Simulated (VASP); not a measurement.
Wanted: the native input for a VASP 6.6.1 run.

```yaml
Task: single point
Functional: PBE
Potentials_or_basis: VASP PAW PBE potentials, release 64 (Sr_sv, Nb_sv, In_d)
Cutoff: 520 eV
k_mesh: 4 × 4 × 3
Occupations: fermi-dirac, width 0.1 eV
Spin: no spin polarisation
Dipole_correction: no
Further_INCAR_settings: ALGO = Normal; EDIFF = 1e-07; NBANDS = 70
```

The structure of Sr2Nb2In lies in POSCAR:

```
Sr2Nb2In
1.0
    0.0000000000      6.5800836099      0.0000000000
    4.9615224850     -3.2900418049     -0.1098266646
    2.0277594749      0.0000000000     -9.1728321110
Sr Nb In
4 4 2
Direct
    0.5220606648      0.7478100757      0.6416693367
    0.7742505891      0.2521899243      0.8583306633
    0.4779393352      0.2521899243      0.3583306633
    0.2257494109      0.7478100757      0.1416693367
    0.3085378440      0.3531324991      0.9857507169
   -0.0445946551      0.6468675009      0.5142492831
    0.6914621560      0.6468675009      0.0142492831
    1.0445946551      0.3531324991      0.4857507169
    0.1316843791      0.0000000000      0.7500000000
    0.8683156209      0.0000000000      0.2500000000
```

One way to write it, as run:

INCAR

```
ALGO     = Normal         # electronic algorithm
EDIFF    = 1E-7           # SCF threshold, eV
ENCUT    = 520            # plane-wave cutoff, eV
GGA      = PE             # functional
ISIF     = 2              # what is computed and relaxed
ISMEAR   = -1             # smearing method
LASPH    = T              # aspherical terms in the spheres
LCHARG   = F              # write CHGCAR
LREAL    = F              # projectors in reciprocal space
LWAVE    = F              # write WAVECAR
NBANDS   = 70             # bands
NELM     = 80             # most SCF steps
PREC     = Accurate       # precision mode
SIGMA    = 0.1            # smearing width, eV
```

KPOINTS

```
k-points
0
Gamma
  4 4 3
```

Potentials or basis: VASP PAW PBE potentials, release 64 (Sr_sv, Nb_sv, In_d).

Launch:

```console
$ cat potpaw_PBE.64/Sr_sv/POTCAR potpaw_PBE.64/Nb_sv/POTCAR potpaw_PBE.64/In_d/POTCAR > POTCAR
$ mpirun -np 1 vasp_std > vasp.out
```

Results of the run:

```yaml
Pressure: 0.0 GPa
Largest_force: 0.038 eV/Å
Band_gap_on_the_k_mesh: zero (bands 59 and 60 overlap by 0.08 eV)
```

Caveat: spin-orbit coupling is left out, which moves the levels of the heavy elements.

It took 18 min on 1 thread of AMD EPYC 7R13 (shared host), peak memory 0.57 GiB.
